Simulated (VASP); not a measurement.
# Se (P3_221) in VASP: further runs

Se is run at these levels: PBE; tasks: electric field gradients.

Everything below comes from runs of VASP 6.6.1. Logs are shortened: lines on timing, memory, paths and dates and some standing lists are left out, and cuts for length are marked.

## 1. The cell of the first run

The structure is trigonal, space group P3_221 (No. 154). The conventional cell has a = 4.370 Å, b = 4.370 Å, c = 4.966 Å, α = 90.00°, β = 90.00°, γ = 120.00°. Se (site symmetry 2) has 2 Se at 2.33 Å within 3.1 Å.

## 2. Electric field gradients, PBE (27.37 Å³/atom)

Input file INCAR:

```
PREC = Accurate ; ENCUT = 520
EDIFF = 1E-8 ; ISMEAR = -1
SIGMA = 0.03 ; LREAL = False
LASPH = True ; NELM = 100
ALGO = Normal ; ISIF = 2
LWAVE = False ; LCHARG = False
GGA = PE ; LEFG = True
NBANDS = 16
```

Input file KPOINTS:

```
regular mesh
0
Gamma
  8 8 6
```

Input file POSCAR:

```
Se
1.0
    4.3696387861      0.0000000000      0.0000000000
   -2.1848193931      3.7842181942      0.0000000000
    0.0000000000      0.0000000000      4.9658934763
Se
3
Direct
    0.2170000000      0.0000000000      0.1666666667
    0.0000000000      0.2170000000      0.8333333333
    0.7830000000      0.7830000000      0.5000000000
```

Potentials or basis: VASP PAW PBE potentials, release 64 (Se).

On the command line:

```bash
cat potpaw_PBE.64/Se/POTCAR > POTCAR
mpirun -np 1 vasp_std > vasp.out
```

OUTCAR:

```text
PREC = Accurate
   ENCUT = 520
   EDIFF = 1E-8
   ISMEAR = -1
   LREAL = False
   LASPH = True
   NELM = 100
   ISIF = 2
   GGA = PE

 ion  position               nearest neighbor table
   1  0.217  0.000  0.167-   3 2.33   2 2.33
   2  0.000  0.217  0.833-   3 2.33   1 2.33
   3  0.783  0.783  0.500-   1 2.33   2 2.33

  LATTYP: Found a hexagonal cell.
 ALAT       =     4.3696387861
 C/A-ratio  =     1.1364539998

  Lattice vectors:

 A1 = (   4.3696387861,   0.0000000000,   0.0000000000)
 A2 = (  -2.1848193931,   3.7842181942,   0.0000000000)
 A3 = (   0.0000000000,   0.0000000000,   4.9658934763)

Analysis of symmetry for initial positions (statically):
=====================================================================
 Subroutine PRICEL returns:
 Original cell was already a primitive cell.

 Routine SETGRP: Setting up the symmetry group for a
 hexagonal supercell.

 Subroutine GETGRP returns: Found  6 space group operations
 (whereof  2 operations were pure point group operations)
 out of a pool of 24 trial point group operations.

The static configuration has the point symmetry C_2 .
 The point group associated with its full space group is D_3 .

Analysis of symmetry for dynamics (positions and initial velocities):
=====================================================================
 Subroutine PRICEL returns:
 Original cell was already a primitive cell.

 Routine SETGRP: Setting up the symmetry group for a
 hexagonal supercell.

 Subroutine GETGRP returns: Found  6 space group operations
 (whereof  2 operations were pure point group operations)
 out of a pool of 24 trial point group operations.

The dynamic configuration has the point symmetry C_2 .
 The point group associated with its full space group is D_3 .

 Subroutine INISYM returns: Found  6 space group operations
 (whereof  2 operations are pure point group operations),
 and found     1 'primitive' translations

----------------------------------------------------------------------------------------

                                     Primitive cell

  volume of cell :      82.1144

  direct lattice vectors                    reciprocal lattice vectors
     4.369638786  0.000000000  0.000000000     0.228851868  0.132127688  0.000000000
    -2.184819393  3.784218194  0.000000000     0.000000000  0.264255376  0.000000000
     0.000000000  0.000000000  4.965893476     0.000000000  0.000000000  0.201373631

  length of vectors
     4.369638786  4.369638786  4.965893476     0.264255376  0.264255376  0.201373631

  position of ions in fractional coordinates (direct lattice)
     0.217000000  0.000000000  0.166666667
     1.000000000  0.217000000  0.833333333
     0.783000000  0.783000000  0.500000000

  ion indices of the primitive-cell ions
   primitive index   ion index
                 1           1
                 2           2
                 3           3

----------------------------------------------------------------------------------------

 KPOINTS: regular mesh

Automatic generation of k-mesh.
 Grid dimensions read from file:
 generate k-points for:    8    8    6

 Generating k-lattice:

  Cartesian coordinates                     Fractional coordinates (reciprocal lattice)
     0.028606484  0.016515961  0.000000000     0.125000000 -0.000000000  0.000000000
     0.000000000  0.033031922  0.000000000     0.000000000  0.125000000  0.000000000
     0.000000000  0.000000000  0.033562272     0.000000000  0.000000000  0.166666667

  Length of vectors
     0.033031922  0.033031922  0.033562272

  Shift w.r.t. Gamma in fractional coordinates (k-lattice)
     0.000000000  0.000000000  0.000000000

 Subroutine IBZKPT returns following result:
 ===========================================

 Found     50 irreducible k-points:

 Following reciprocal coordinates:
            Coordinates               Weight
  0.000000  0.000000  0.000000      1.000000
  0.125000 -0.000000  0.000000      6.000000
  0.250000 -0.000000  0.000000      6.000000
  0.375000 -0.000000  0.000000      6.000000
  0.500000 -0.000000  0.000000      3.000000
  0.125000  0.125000  0.000000      6.000000
[... 16 lines left out ...]
 -0.125000  0.500000  0.166667     12.000000
  0.250000  0.250000  0.166667     12.000000
 [... further k-points ...]
   k-points           NKPTS =     50   k-points in BZ     NKDIM =     50   number of bands    NBANDS=     16
   number of dos      NEDOS =    301   number of ions     NIONS =      3
   total plane-waves  NPLWV =  40960
   dimension x,y,z NGX =    32 NGY =   32 NGZ =   40
   dimension x,y,z NGXF=    64 NGYF=   64 NGZF=   80
   ions per type =               3
   NGX,Y,Z   is equivalent  to a cutoff of  12.17, 12.17, 13.39 a.u.
   NGXF,Y,Z  is equivalent  to a cutoff of  24.35, 24.35, 26.78 a.u.
 SYSTEM =  unknown system
   PREC   = accura    normal or accurate (medium, high low for compatibility)
   ISTART =      0    job   : 0-new  1-cont  2-samecut
   ICHARG =      2    charge: 1-file 2-atom 10-const
   ISPIN  =      1    spin polarized calculation?
   LNONCOLLINEAR =      F non collinear calculations
   LSORBIT =      F    spin-orbit coupling
   LASPH  =      T    aspherical Exc in radial PAW
   ENCUT  =  520.0 eV  38.22 Ry    6.18 a.u.   8.12  8.12  9.23*2*pi/ulx,y,z
   NELM   =    100;   NELMIN=  2; NELMDL= -5     # of ELM steps
   EDIFF  = 0.1E-07   stopping-criterion for ELM
   LREAL  =      F    real-space projection
   EDIFFG = 0.1E-06   stopping-criterion for IOM
   NSW    =      0    number of steps for IOM
   IBRION =     -1    ionic relax: 0-MD 1-quasi-New 2-CG
   NFREE  =      0    steps in history (QN), initial steepest desc. (CG)
   ISIF   =      2    stress and relaxation
   ISYM   =      2    0-nonsym 1-usesym 2-fastsym
   POTIM  = 0.5000    time-step for ionic-motion
   TEBEG  =    0.0;   TEEND  =   0.0 temperature during run
   PSTRESS=    0.0 pullay stress
   NELECT =      18.0000    total number of electrons
   NUPDOWN=      -1.0000    fix difference up-down
   EMIN   =  10.00;   EMAX   =-10.00  energy-range for DOS
   EFERMI =   0.00;   METHOD = LEGACY
   ISMEAR =    -1;   SIGMA  =   0.03  broadening in eV -4-tet -1-fermi 0-gaus
   EFERMI_NEDOS =   21; number of points for ismear=-14 and -15
   IALGO  =     38    algorithm
   IMIX   =      4    mixing-type and parameters
     AMIX     =   0.40;   BMIX     =  1.00
     AMIX_MAG =   1.60;   BMIX_MAG =  1.00
  volume/ion in A,a.u.               =      27.37       184.71
  Fermi-wavevector in a.u.,A,eV,Ry     =   0.987096  1.865341 13.256947  0.974358
  Thomas-Fermi vector in A             =   2.118525
   LORBIT       =      0    0 simple, 1 ext, 2 COOP (PROOUT), +10 PAW based schemes
   GGA     = PE    functional components
   LHFCALC =     F    Hartree Fock is set to
   AEXX    =    0.0000 exact exchange contribution
   IVDW    =     0    specifies the selected vdW correction
   LEPSILON=     F    determine dielectric tensor
   LRPA    =     F    only Hartree local field effects (RPA)
 non-spin polarized calculation
  energy-cutoff  :      520.00
  volume of cell :       82.11
 maximum number of plane-waves:      2224
   NGX = 17   NGY = 17   NGZ = 19

 number of electron      17.9999996 magnetization

 Free energy of the ion-electron system (eV)
  ---------------------------------------------------
  ext. energy  EPLUGINS =         0.00000000
  ---------------------------------------------------
  free energy    TOTEN  =       -10.39804915 eV

  energy without entropy =      -10.39804915  energy(sigma->0) =      -10.39804915

 E-fermi :   3.2034     XC(G=0):  -8.7889

 val. band max:        2.6632531135   @ k =   0.5000  -0.0000   0.5000
 cond. band min:       3.7520998761   @ k =   0.3750   0.2500   0.5000
 fundamental gap:      1.0888467626
 Fermi energy:         3.2034100563

 k-point     1 :       0.0000    0.0000    0.0000
  band No.  band energies     occupation
      1     -13.4083      2.00000
      2      -9.1521      2.00000
      3      -9.1521      2.00000
      4      -1.3065      2.00000
      5      -1.3065      2.00000
      6      -1.0828      2.00000
[... 8 lines left out ...]
     15       9.0721      0.00000
     16      11.0214      0.00000
[... 420 lines left out ...]
  band No.  band energies     occupation
      1     -12.8622      2.00000
      2     -10.2465      2.00000
      3      -8.5190      2.00000
      4      -2.6671      2.00000
      5      -2.4150      2.00000
      6      -0.6996      2.00000
[... 8 lines left out ...]
     15      11.3343      0.00000
     16      12.2255      0.00000

 [... further k-points ...]

------------------------ aborting loop because EDIFF is reached ----------------------------------------

  FORCE on cell =-STRESS in cart. coord.  units (eV):
  Direction    XX          YY          ZZ          XY          YZ          ZX
  --------------------------------------------------------------------------------------
  -------------------------------------------------------------------------------------
  Total        2.1528169      2.1528169      3.4019519     -0.0000000     -0.0000000      0.0000000
  in kB       42.0047652     42.0047652     66.3773090     -0.0000000     -0.0000000      0.0000000
  external PRESSURE =      50.1289465 kB  Pullay stress =       0.0000000 kB

 VOLUME and BASIS-vectors are now :
 -----------------------------------------------------------------------------
  energy-cutoff  :      520.00
  volume of cell :       82.11
      direct lattice vectors                 reciprocal lattice vectors
     4.369638786  0.000000000  0.000000000     0.228851868  0.132127688  0.000000000
    -2.184819393  3.784218194  0.000000000     0.000000000  0.264255376  0.000000000
     0.000000000  0.000000000  4.965893476     0.000000000  0.000000000  0.201373631

 POSITION                                       TOTAL-FORCE (eV/Angst)
 -----------------------------------------------------------------------------------
      0.94821      0.00000      0.82765         1.064057     -0.000000     -0.000000
     -0.47411      0.82118      4.13824        -0.532028      0.921500      0.000000
      1.71071      2.96304      2.48295        -0.532028     -0.921500     -0.000000
 -----------------------------------------------------------------------------------
    total drift:                                0.000001      0.000001      0.000000

  FREE ENERGIE OF THE ION-ELECTRON SYSTEM (eV)
  ---------------------------------------------------
  free  energy   TOTEN  =       -10.3980491470 eV

  energy  without entropy=      -10.3980491466  energy(sigma->0) =      -10.39804915

 Electric field gradients (V/A^2)
---------------------------------------------------------------------
 ion       V_xx      V_yy      V_zz      V_xy      V_xz      V_yz
---------------------------------------------------------------------
   1     153.086  -349.671   196.585    -0.000     0.000  -318.337
   2    -223.982    27.397   196.585  -217.701   275.688   159.168
   3    -223.982    27.397   196.585   217.700  -275.688   159.168
---------------------------------------------------------------------

 Electric field gradients after diagonalization (V/A^2)
 (convention: |V_zz| > |V_xx| > |V_yy|)
----------------------------------------------------------------------
 ion       V_xx      V_yy      V_zz     asymmetry (V_yy - V_xx)/ V_zz
----------------------------------------------------------------------
   1     342.906   153.086  -495.992       0.383
   2     342.906   153.086  -495.992       0.383
   3     342.905   153.086  -495.991       0.383
----------------------------------------------------------------------

           NMR quadrupolar parameters

 Cq : quadrupolar parameter    Cq=e*Q*V_zz/h
 eta: asymmetry parameters     (V_yy - V_xx)/ V_zz
 Q  : nuclear electric quadrupole moment in mb (millibarn)
----------------------------------------------------------------------
 ion       Cq(MHz)       eta       Q (mb)
----------------------------------------------------------------------
   1      -1.199       0.383       1.000
   2      -1.199       0.383       1.000
   3      -1.199       0.383       1.000
----------------------------------------------------------------------
```

Wall time 44 s (1 thread of Intel Xeon 6975P-C, shared host); peak memory 0.22 GiB.

What came out:

| Property | Result |
| --- | --- |
| Free energy | -10.3980 eV |
| Pressure | 5.0 GPa |
| Largest force | 1.064 eV/Å |
| Band gap on the k mesh | 1.09 eV (least direct gap 1.16 eV) |
| Largest electric field gradient by atom | Se -496.0 V/Å² |

Forces in eV/Å, atoms in the order of the input:
```
Se   1.064  0.000  0.000
Se  -0.532  0.921  0.000
Se  -0.532 -0.921  0.000
```

Electric field gradients, principal values (V/Å²):
| atom | least | middle | greatest (by size) |
| --- | --- | --- | --- |
| 1 Se | 153.086 | 342.906 | -495.992 |
| 2 Se | 153.086 | 342.906 | -495.992 |
| 3 Se | 153.086 | 342.905 | -495.991 |

Caveat: the cell stands under pressure; without QUAD_EFG the Cq values of the log hold for a quadrupole moment of 1 mb, not for the nuclei; forces of over 1 eV/Å act on the atoms, so gaps and moduli don't describe the material at rest.

[end of part 1 of 4]
